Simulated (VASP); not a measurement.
# CsRu3 (P6_3/mmc) in VASP: further runs

Runs on CsRu3. Level: PBE. Tasks: single point, relaxation of cell and atoms.

Everything below comes from runs of VASP 6.6.1. Logs are shortened: lines on timing, memory, paths and dates and some standing lists are left out, and cuts for length are marked.

**1. The cell of the first run**

The structure is hexagonal, space group P6_3/mmc (No. 194). Conventional cell: a = 8.155 Å, b = 8.155 Å, c = 4.257 Å, α = 90.00°, β = 90.00°, γ = 120.00°. Within 5.1 Å of Cs (site symmetry -6m2) lie 12 Ru at 3.90 to 4.18 Å and 2 Cs at 4.26 Å. Ru (site symmetry mm2) has 6 Ru at 2.49 to 2.57 Å within 3.3 Å.

**2. Single point, PBE**

INCAR

```
SYSTEM = CsRu3
  PREC = Accurate
  ENCUT = 520
  EDIFF = 1E-7
  ISMEAR = 0
  SIGMA = 0.1
  LREAL = .False.
  LASPH = .True.
  NELM = 100
  ALGO = Fast
  ISIF = 2
  LWAVE = .False.
  LCHARG = .True.
  GGA = PE
  LELF = .True.
  LVHAR = .True.
  NBANDS = 61
```

KPOINTS

```
regular mesh
0
Gamma
  3 3 4
  0 0 0
```

POSCAR

```
CsRu3
1.0
    8.1547074883      0.0000000000      0.0000000000
   -4.0773537442      7.0621838453      0.0000000000
    0.0000000000      0.0000000000      4.2565412418
Cs Ru
2 6
Direct
    0.3333333333      0.6666666667      0.2500000000
    0.6666666667      0.3333333333      0.7500000000
    0.8982331464      0.7964662928      0.2500000000
    0.1017668536      0.8982331464      0.7500000000
    0.2035337072      0.1017668536      0.2500000000
    0.1017668536      0.2035337072      0.7500000000
    0.8982331464      0.1017668536      0.2500000000
    0.7964662928      0.8982331464      0.7500000000
```

Potentials or basis: VASP PAW PBE potentials, release 64 (Cs_sv, Ru_pv).

Command:

```bash
> cat potpaw_PBE.64/Cs_sv/POTCAR potpaw_PBE.64/Ru_pv/POTCAR > POTCAR
> mpirun -np 1 vasp_std > vasp.out
```

OUTCAR:

```text
SYSTEM = CsRu3
   PREC = Accurate
   ENCUT = 520
   EDIFF = 1E-7
   ISMEAR = 0
   LREAL = .False.
   LASPH = .True.
   NELM = 100
   ISIF = 2
   GGA = PE

 ion  position               nearest neighbor table
   1  0.333  0.667  0.250-
   2  0.667  0.333  0.750-
   3  0.898  0.796  0.250-   5 2.49   7 2.49   4 2.57   4 2.57   8 2.57   8 2.57
   4  0.102  0.898  0.750-   8 2.49   6 2.49   3 2.57   3 2.57   5 2.57   5 2.57
   5  0.204  0.102  0.250-   3 2.49   7 2.49   4 2.57   4 2.57   6 2.57   6 2.57
   6  0.102  0.204  0.750-   8 2.49   4 2.49   7 2.57   7 2.57   5 2.57   5 2.57
   7  0.898  0.102  0.250-   5 2.49   3 2.49   6 2.57   6 2.57   8 2.57   8 2.57
   8  0.796  0.898  0.750-   6 2.49   4 2.49   7 2.57   7 2.57   3 2.57   3 2.57

  LATTYP: Found a hexagonal cell.
 ALAT       =     8.1547074883
 C/A-ratio  =     0.5219735040

  Lattice vectors:

 A1 = (   8.1547074883,   0.0000000000,   0.0000000000)
 A2 = (  -4.0773537442,   7.0621838453,   0.0000000000)
 A3 = (   0.0000000000,   0.0000000000,   4.2565412418)

Analysis of symmetry for initial positions (statically):
=====================================================================
 Subroutine PRICEL returns:
 Original cell was already a primitive cell.

 Routine SETGRP: Setting up the symmetry group for a
 hexagonal supercell.

 Subroutine GETGRP returns: Found 24 space group operations
 (whereof 12 operations were pure point group operations)
 out of a pool of 24 trial point group operations.

The static configuration has the point symmetry D_3d.
 The point group associated with its full space group is D_6h.

Analysis of symmetry for dynamics (positions and initial velocities):
=====================================================================
 Subroutine PRICEL returns:
 Original cell was already a primitive cell.

 Routine SETGRP: Setting up the symmetry group for a
 hexagonal supercell.

 Subroutine GETGRP returns: Found 24 space group operations
 (whereof 12 operations were pure point group operations)
 out of a pool of 24 trial point group operations.

The dynamic configuration has the point symmetry D_3d.
 The point group associated with its full space group is D_6h.

 Subroutine INISYM returns: Found 24 space group operations
 (whereof 12 operations are pure point group operations),
 and found     1 'primitive' translations

----------------------------------------------------------------------------------------

                                     Primitive cell

  volume of cell :     245.1344

  direct lattice vectors                    reciprocal lattice vectors
     8.154707488  0.000000000  0.000000000     0.122628556  0.070799630  0.000000000
    -4.077353744  7.062183845  0.000000000     0.000000000  0.141599259  0.000000000
     0.000000000  0.000000000  4.256541242     0.000000000  0.000000000  0.234932529

  length of vectors
     8.154707488  8.154707488  4.256541242     0.141599259  0.141599259  0.234932529

  position of ions in fractional coordinates (direct lattice)
     0.333333333  0.666666667  0.250000000
     0.666666667  0.333333333  0.750000000
     0.898233146  0.796466293  0.250000000
     0.101766854  0.898233146  0.750000000
     0.203533707  0.101766854  0.250000000
     0.101766854  0.203533707  0.750000000
     0.898233146  0.101766854  0.250000000
     0.796466293  0.898233146  0.750000000

  ion indices of the primitive-cell ions
   primitive index   ion index
                 1           1
                 2           2
                 3           3
                 4           4
                 5           5
                 6           6
                 7           7
                 8           8

----------------------------------------------------------------------------------------

 KPOINTS: regular mesh

Automatic generation of k-mesh.
 Grid dimensions read from file:
 generate k-points for:    3    3    4

 Generating k-lattice:

  Cartesian coordinates                     Fractional coordinates (reciprocal lattice)
     0.040876185  0.023599877  0.000000000     0.333333333  0.000000000  0.000000000
     0.000000000  0.047199753  0.000000000     0.000000000  0.333333333  0.000000000
     0.000000000  0.000000000  0.058733132     0.000000000  0.000000000  0.250000000

  Length of vectors
     0.047199753  0.047199753  0.058733132

  Shift w.r.t. Gamma in fractional coordinates (k-lattice)
     0.000000000  0.000000000  0.000000000

 Subroutine IBZKPT returns following result:
 ===========================================

 Found      9 irreducible k-points:

 Following reciprocal coordinates:
            Coordinates               Weight
  0.000000  0.000000  0.000000      1.000000
  0.333333 -0.000000  0.000000      6.000000
  0.333333  0.333333  0.000000      2.000000
  0.000000  0.000000  0.250000      2.000000
  0.333333 -0.000000  0.250000     12.000000
  0.333333  0.333333  0.250000      4.000000
  0.000000  0.000000  0.500000      1.000000
  0.333333 -0.000000  0.500000      6.000000
  0.333333  0.333333  0.500000      2.000000
   k-points           NKPTS =      9   k-points in BZ     NKDIM =      9   number of bands    NBANDS=     61
   number of dos      NEDOS =    301   number of ions     NIONS =      8
   total plane-waves  NPLWV = 131072
   dimension x,y,z NGX =    64 NGY =   64 NGZ =   32
   dimension x,y,z NGXF=   128 NGYF=  128 NGZF=   64
   ions per type =               2   6
   NGX,Y,Z   is equivalent  to a cutoff of  13.05, 13.05, 12.50 a.u.
   NGXF,Y,Z  is equivalent  to a cutoff of  26.09, 26.09, 25.00 a.u.
 SYSTEM =  CsRu3
   PREC   = accura    normal or accurate (medium, high low for compatibility)
   ISTART =      0    job   : 0-new  1-cont  2-samecut
   ICHARG =      2    charge: 1-file 2-atom 10-const
   ISPIN  =      1    spin polarized calculation?
   LNONCOLLINEAR =      F non collinear calculations
   LSORBIT =      F    spin-orbit coupling
   LASPH  =      T    aspherical Exc in radial PAW
   ENCUT  =  520.0 eV  38.22 Ry    6.18 a.u.  15.16 15.16  7.91*2*pi/ulx,y,z
   NELM   =    100;   NELMIN=  2; NELMDL= -5     # of ELM steps
   EDIFF  = 0.1E-06   stopping-criterion for ELM
   LREAL  =      F    real-space projection
   EDIFFG = 0.1E-05   stopping-criterion for IOM
   NSW    =      0    number of steps for IOM
   IBRION =     -1    ionic relax: 0-MD 1-quasi-New 2-CG
   NFREE  =      0    steps in history (QN), initial steepest desc. (CG)
   ISIF   =      2    stress and relaxation
   ISYM   =      2    0-nonsym 1-usesym 2-fastsym
   POTIM  = 0.5000    time-step for ionic-motion
   TEBEG  =    0.0;   TEEND  =   0.0 temperature during run
   PSTRESS=    0.0 pullay stress
   NELECT =     102.0000    total number of electrons
   NUPDOWN=      -1.0000    fix difference up-down
   EMIN   =  10.00;   EMAX   =-10.00  energy-range for DOS
   EFERMI =   0.00;   METHOD = LEGACY
   ISMEAR =     0;   SIGMA  =   0.10  broadening in eV -4-tet -1-fermi 0-gaus
   EFERMI_NEDOS =   21; number of points for ismear=-14 and -15
   IALGO  =     68    algorithm
   IMIX   =      4    mixing-type and parameters
     AMIX     =   0.40;   BMIX     =  1.00
     AMIX_MAG =   1.60;   BMIX_MAG =  1.00
  volume/ion in A,a.u.               =      30.64       206.78
  Fermi-wavevector in a.u.,A,eV,Ry     =   1.222194  2.309612 20.323813  1.493758
  Thomas-Fermi vector in A             =   2.357349
   LORBIT       =      0    0 simple, 1 ext, 2 COOP (PROOUT), +10 PAW based schemes
   GGA     = PE    functional components
   LHFCALC =     F    Hartree Fock is set to
   AEXX    =    0.0000 exact exchange contribution
   IVDW    =     0    specifies the selected vdW correction
   LEPSILON=     F    determine dielectric tensor
   LRPA    =     F    only Hartree local field effects (RPA)
 non-spin polarized calculation
 RMM-DIIS sequential band-by-band and
 Gauss-broadening in eV      SIGMA  =   0.10
  energy-cutoff  :      520.00
  volume of cell :      245.13
 maximum number of plane-waves:      6627
 NGX is ok and might be reduce to    64
   NGX = 31   NGY = 31   NGZ = 15

 number of electron     101.9999982 magnetization

 Free energy of the ion-electron system (eV)
  ---------------------------------------------------
  ext. energy  EPLUGINS =         0.00000000
  ---------------------------------------------------
  free energy    TOTEN  =       -47.36575534 eV

  energy without entropy =      -47.26495118  energy(sigma->0) =      -47.31535326

 E-fermi :   4.1765     XC(G=0):  -9.1969

 val. band max:        4.1240384311   @ k =   0.3333   0.3333   0.2500
 cond. band min:       4.1862505424   @ k =   0.3333  -0.0000   0.0000
 fundamental gap:      0.0622121113
 Fermi energy:         4.1764597051

 k-point     1 :       0.0000    0.0000    0.0000
  band No.  band energies     occupation
      1     -39.2070      2.00000
      2     -39.1657      2.00000
      3     -38.9117      2.00000
      4     -38.8403      2.00000
      5     -38.8403      2.00000
      6     -38.6897      2.00000
[... 53 lines left out ...]
     60       6.2761      0.00000
     61       6.3863      0.00000

 k-point     2 :       0.3333   -0.0000    0.0000
  band No.  band energies     occupation
      1     -39.2070      2.00000
      2     -39.1656      2.00000
      3     -38.9117      2.00000
      4     -38.8403      2.00000
      5     -38.8403      2.00000
      6     -38.6897      2.00000
[... 53 lines left out ...]
     60       6.5589      0.00000
     61       6.5991      0.00000

 k-point     3 :       0.3333    0.3333    0.0000
  band No.  band energies     occupation
      1     -39.2070      2.00000
      2     -39.1656      2.00000
      3     -38.9117      2.00000
      4     -38.8403      2.00000
      5     -38.8403      2.00000
      6     -38.6897      2.00000
[... 373 lines left out ...]
     60       5.9157      0.00000
     61       6.2744      0.00000

 k-point     9 :       0.3333    0.3333    0.5000
  band No.  band energies     occupation
      1     -39.1431      2.00000
      2     -39.1431      2.00000
      3     -38.9497      2.00000
      4     -38.9497      2.00000
      5     -38.9497      2.00000
      6     -38.9497      2.00000
[... 53 lines left out ...]
     60       5.7178      0.00000
     61       6.4114      0.00000

------------------------ aborting loop because EDIFF is reached ----------------------------------------

  FORCE on cell =-STRESS in cart. coord.  units (eV):
  Direction    XX          YY          ZZ          XY          YZ          ZX
  --------------------------------------------------------------------------------------
  -------------------------------------------------------------------------------------
  Total        0.5529956      0.5529956      0.1026068     -0.0000000      0.0000000      0.0000000
  in kB        3.6143314      3.6143314      0.6706293     -0.0000000      0.0000000      0.0000000
  external PRESSURE =       2.6330974 kB  Pullay stress =       0.0000000 kB

 VOLUME and BASIS-vectors are now :
 -----------------------------------------------------------------------------
  energy-cutoff  :      520.00
  volume of cell :      245.13
      direct lattice vectors                 reciprocal lattice vectors
     8.154707488  0.000000000  0.000000000     0.122628556  0.070799630  0.000000000
    -4.077353744  7.062183845  0.000000000     0.000000000  0.141599259  0.000000000
     0.000000000  0.000000000  4.256541242     0.000000000  0.000000000  0.234932529

 POSITION                                       TOTAL-FORCE (eV/Angst)
 -----------------------------------------------------------------------------------
     -0.00000      4.70812      1.06414        -0.000000      0.000000      0.000000
      4.07735      2.35406      3.19241         0.000000      0.000000      0.000000
      4.07735      5.62479      1.06414         0.000000     -0.029926      0.000000
     -2.83254      6.34349      3.19241         0.025916     -0.014963      0.000000
      1.24482      0.71870      1.06414         0.025916      0.014963     -0.000000
     -0.00000      1.43739      3.19241        -0.000000      0.029926     -0.000000
      6.90989      0.71870      1.06414        -0.025916      0.014963     -0.000000
      2.83254      6.34349      3.19241        -0.025916     -0.014963      0.000000
 -----------------------------------------------------------------------------------
    total drift:                                0.000001     -0.000000      0.000000

  FREE ENERGIE OF THE ION-ELECTRON SYSTEM (eV)
  ---------------------------------------------------
  free  energy   TOTEN  =       -47.3657553372 eV

  energy  without entropy=      -47.2649511759  energy(sigma->0) =      -47.31535326
```

Run time: 3.5 min. Hardware: 1 thread of Oxide Virtual Turin-like, shared host; peak memory 0.35 GiB.

What came out:

- Free energy: -47.3658 eV
- Pressure: 0.3 GPa
- Largest force: 0.030 eV/Å
- Band gap on the k mesh: zero (band 51 reaches 4.34 eV, above the bottom of band 52 at 4.12 eV)

Forces on the atoms (eV/Å):
```
Cs   0.000  0.000  0.000
Cs   0.000  0.000  0.000
Ru   0.000 -0.030  0.000
Ru   0.026 -0.015  0.000
Ru   0.026  0.015  0.000
Ru   0.000  0.030  0.000
Ru  -0.026  0.015  0.000
Ru  -0.026 -0.015  0.000
```

Stress tensor (GPa, compression positive):
```
0.36 0.00 0.00
0.00 0.36 0.00
0.00 0.00 0.07
```

Levels at points of the mesh, in eV from the Fermi level:
```csv
k point,band 47,band 48,band 49,band 50,band 51,band 52,band 53,band 54,band 55,band 56
"(0.00, 0.00, 0.00)",-0.72,-0.56,-0.35,-0.21,-0.21,0.01,0.01,0.16,0.16,0.22
"(0.00, 0.00, 0.50)",-0.15,-0.15,-0.15,-0.15,0.03,0.03,0.48,0.48,0.73,0.73
```

Caveat: the k points lie up to 0.37 Å⁻¹ apart; spin-orbit coupling is left out, which moves the levels of the heavy elements.

**3. Relaxation of cell and atoms, PBE**

This run uses another cell than the first one, of 21.39 Å³/atom, 0.698 times its volume.

INCAR

```
SYSTEM = CsRu3
  PREC = Accurate
  ENCUT = 600
  EDIFF = 1E-6
  ISMEAR = 0
  SIGMA = 0.1
  LREAL = .False.
  LASPH = .True.
  NELM = 60
  ALGO = Fast
  ISIF = 3
  LWAVE = .False.
  LCHARG = .False.
  GGA = PE
  IBRION = 2
  NSW = 90
  EDIFFG = -0.04
```

KPOINTS

```
Automatic mesh
0
Gamma
  3 3 4
  0 0 0
```

POSCAR

```
CsRu3
1.0
    6.2675600118      0.0000000000      0.0000000000
   -3.1337800059      5.4278661899      0.0000000000
    0.0000000000      0.0000000000      5.0306839458
Cs Ru
2 6
Direct
    0.3333333333      0.6666666667      0.2500000000
    0.6666666667      0.3333333333      0.7500000000
    0.8330000000      0.6660000000      0.2500000000
    0.1670000000      0.8330000000      0.7500000000
    0.3340000000      0.1670000000      0.2500000000
    0.1670000000      0.3340000000      0.7500000000
    0.8330000000      0.1670000000      0.2500000000
    0.6660000000      0.8330000000      0.7500000000
```

Potentials or basis: VASP PAW PBE potentials, release 64 (Cs_sv, Ru_pv).

Command:

```bash
> cat potpaw_PBE.64/Cs_sv/POTCAR potpaw_PBE.64/Ru_pv/POTCAR > POTCAR
> mpirun -np 1 vasp_std > vasp.out
```

Wall time 45 min (1 thread of Oxide Virtual Turin-like, shared host); peak memory 0.35 GiB.

Results (log left out):

```
Free energy                            : -46.3463 eV
Relaxed volume                         : 28.85 Å³/atom
Relaxed cell                           : a = 9.031 Å, b = 9.031 Å, c = 3.269 Å, α = 90.00°, β = 90.00°, γ = 120.00°
Space group after relaxing (to 0.05 Å) : P6_3/mmc (No. 194)
Energy gained by relaxing              : 889.8 meV/atom
Ionic steps                            : 20
Pressure after relaxing                : 0.1 GPa
Band gap on the k mesh                 : zero (band 51 reaches 5.07 eV, above the bottom of band 52 at 4.27 eV)
```

Stress tensor (GPa, compression positive):
```
0.02 0.00 0.00
0.00 0.02 0.00
0.00 0.00 0.19
```

Step by step:
```
step  energy change (eV)  largest force (eV/Å)  pressure (GPa)  volume (Å³)
   1              0.0000                0.7599          -13.92       171.14
   2             -1.9070                0.6976           14.27       128.90
   3             -2.2003                0.8217            2.52       137.83
   4             -2.8311                0.7696            5.02       137.11
   5             -3.1896                0.4567           17.19       134.11
   6             -3.2904                0.6668           12.21       135.24
   7             -3.6691                0.8037            8.51       139.75
   8             -4.3099                1.1873            1.85       153.46
   9             -5.1700                1.4036           -2.41       181.43
  10             -7.0723                0.0572           -1.26       237.88
  11             -7.0635                0.1293           -1.41       235.84
  12             -7.0507                0.5710            1.61       236.84
  13             -7.0958                0.1867           -0.07       236.36
  14             -7.1063                0.1128           -0.19       236.00
  15             -7.1126                0.0271           -0.32       235.56
  16             -7.1131                0.0051           -0.39       235.43
  17             -7.1134                0.1350            0.46       232.57
  18             -7.1149                0.0771            0.05       233.90
  19             -7.1172                0.0476            0.04       232.81
  20             -7.1188                0.0017            0.07       230.84
```

Final structure:
```yaml
crystal:
  lattice:
    - [9.03054, 0.00000, 0.00000]
    - [-4.51527, 7.82067, 0.00000]
    - [0.00000, 0.00000, 3.26853]
  atoms:
    - { symbol: Cs, position: [0.33333, 0.66667, 0.25000] }
    - { symbol: Cs, position: [0.66667, 0.33333, 0.75000] }
    - { symbol: Ru, position: [0.88368, 0.76736, 0.25000] }
    - { symbol: Ru, position: [0.11632, 0.88368, 0.75000] }
    - { symbol: Ru, position: [0.23264, 0.11632, 0.25000] }
    - { symbol: Ru, position: [0.11632, 0.23264, 0.75000] }
    - { symbol: Ru, position: [0.88368, 0.11632, 0.25000] }
    - { symbol: Ru, position: [0.76736, 0.88368, 0.75000] }
```

Levels at points of the mesh, in eV from the Fermi level:
```csv
k point,band 49,band 50,band 51,band 52,band 53,band 54,band 55,band 56
"(0.00, 0.00, 0.00)",-0.37,-0.37,0.62,0.66,0.66,0.93,0.93,1.09
"(0.00, 0.00, 0.50)",-0.29,-0.29,-0.18,-0.18,0.56,0.56,0.56,0.56
```

Caveat: the k points lie up to 0.48 Å⁻¹ apart in the final cell; the volume moved by over 15 % at a fixed basis, so the end points are rough; spin-orbit coupling is left out, which moves the levels of the heavy elements.
